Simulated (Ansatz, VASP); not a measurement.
# Sn: VASP beside Ansatz

The input POSCAR:

```
Sn
1.0
   -2.9482820713      2.9504023647      1.5888172584
    2.9504023647     -2.9482820713      1.5888172584
    2.9460530987      2.9460530987     -1.5849306448
Sn
2
Direct
    0.0000251473      0.9999748527      0.0000000000
    0.7499748527      0.2500251473      0.5000000000
```

INCAR.step1

```
ALGO     = Normal         # electronic algorithm
EDIFF    = 1E-4           # SCF threshold, eV
ENCUT    = 520            # plane-wave cutoff, eV
GGA      = PE             # functional
ISMEAR   = 1              # smearing method
LASPH    = True           # aspherical terms in the spheres
LCHARG   = False          # write CHGCAR
LREAL    = False          # projectors in reciprocal space
LWAVE    = True           # write WAVECAR
NBANDS   = 21             # bands
NELM     = 80             # most SCF steps
PREC     = Accurate       # precision mode
SIGMA    = 0.3            # smearing width, eV
```

INCAR.step2

```
ALGO     = Normal         # electronic algorithm
EDIFF    = 1E-7           # SCF threshold, eV
ENCUT    = 520            # plane-wave cutoff, eV
ISIF     = 2              # what is computed and relaxed
ISMEAR   = 1              # smearing method
ISTART   = 1            
LASPH    = True           # aspherical terms in the spheres
LCHARG   = False          # write CHGCAR
LMIXTAU  = True         
LREAL    = False          # projectors in reciprocal space
LWAVE    = False          # write WAVECAR
METAGGA  = R2SCAN         # meta-GGA
NBANDS   = 21             # bands
NELM     = 80             # most SCF steps
PREC     = Accurate       # precision mode
SIGMA    = 0.3            # smearing width, eV
```

File KPOINTS:

```
k-points
0
Gamma
  11 11 8
```

Input for Ansatz:

```yaml
crystal:
  lattice:
    - [-2.9482820713, 2.9504023647, 1.5888172584]
    - [2.9504023647, -2.9482820713, 1.5888172584]
    - [2.9460530987, 2.9460530987, -1.5849306448]
  atoms:
    - { symbol: Sn, position: [2.51473e-05, 0.9999748527, 0.0] }
    - { symbol: Sn, position: [0.7499748527, 0.2500251473, 0.5] }
hamiltonian:
  xc: r2scan
  pseudopotentials:
    kind: paw
    azcp:
      Sn: "pseudopotentials/Sn.paw.azcp"
basis:
  ecutwfc: 500
  fft_grid_basis: typed
kpoints:
  mp_grid: { grid: [11, 11, 8], shift: [0, 0, 0] }
magnetization:
  spin_polarized: false
scf:
  occupations: { method: methfessel_paxton, width: 0.3 }
  lower_state_search: "off"
output:
  stress: true
```

Alike in both runs: task single point; functional r2SCAN; k mesh 11 × 11 × 8; occupations methfessel-paxton of order 1, width 0.3 eV; no spin polarisation.

|  | VASP | Ansatz |
| --- | --- | --- |
| version | VASP 6.6.1 | Ansatz 0.2.0 |
| potentials or method | VASP PAW PBE potentials, release 64 (Sn_d), cutoff 520 eV | plane waves (500 eV) with PAW, scalar-relativistic |
| valence electrons in the cell | 28 | 28 |

VASP gave:

```
pressure (GPa) : -0.1
```

**Question.** Which values does Ansatz return?

**Answer.** Pressure (GPa): 0.0.

VASP's potentials were made for PBE, not for r2SCAN.
